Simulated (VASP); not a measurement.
A run of VASP 6.6.1 is set up as follows.

File INCAR:

```
SYSTEM = PtS2
PREC = Accurate
ENCUT = 520
EDIFF = 1E-6
ISMEAR = 0
SIGMA = 0.05
LREAL = .FALSE.
LASPH = .TRUE.
NELM = 80
ALGO = Normal
ISIF = 2
LWAVE = .FALSE.
LCHARG = .FALSE.
GGA = PE
IBRION = 2
NSW = 50
EDIFFG = -0.01
```

File KPOINTS:

```
Automatic mesh
0
G
  12 12 6
  0 0 0
```

POSCAR

```
PtS2
1.0
    3.5765911006      0.0000000000      0.0000000000
   -1.7882955503      3.0974187520      0.0000000000
    0.0000000000      0.0000000000      6.4966356506
Pt S
1 2
Direct
    0.0000000000      0.0000000000      0.0000000000
    0.3333333333      0.6666666667      0.1889525212
    0.6666666667      0.3333333333      0.8110474788
```

Potentials or basis: VASP PAW PBE potentials, release 64 (Pt, S).

Command:

```sh
$ cat potpaw_PBE.64/Pt/POTCAR potpaw_PBE.64/S/POTCAR > POTCAR
$ mpirun -np 1 vasp_std > vasp.out
```

What does it give for the energy gained by relaxing?

0.0 meV/atom.

What does it give for the band gap on the k mesh?

1.49 eV (least direct gap 1.59 eV).

Final structure:
```
Pt S
1.0
     3.57659    0.00000    0.00000
    -1.78830    3.09742    0.00000
     0.00000    0.00000    6.49664
Pt S
1 2
Direct
  0.00000 0.00000 0.00000
  0.33333 0.66667 0.18850
  0.66667 0.33333 0.81150
```

Caveat: spin-orbit coupling is left out, which moves the levels of the heavy elements. A k mesh can miss the band edges.
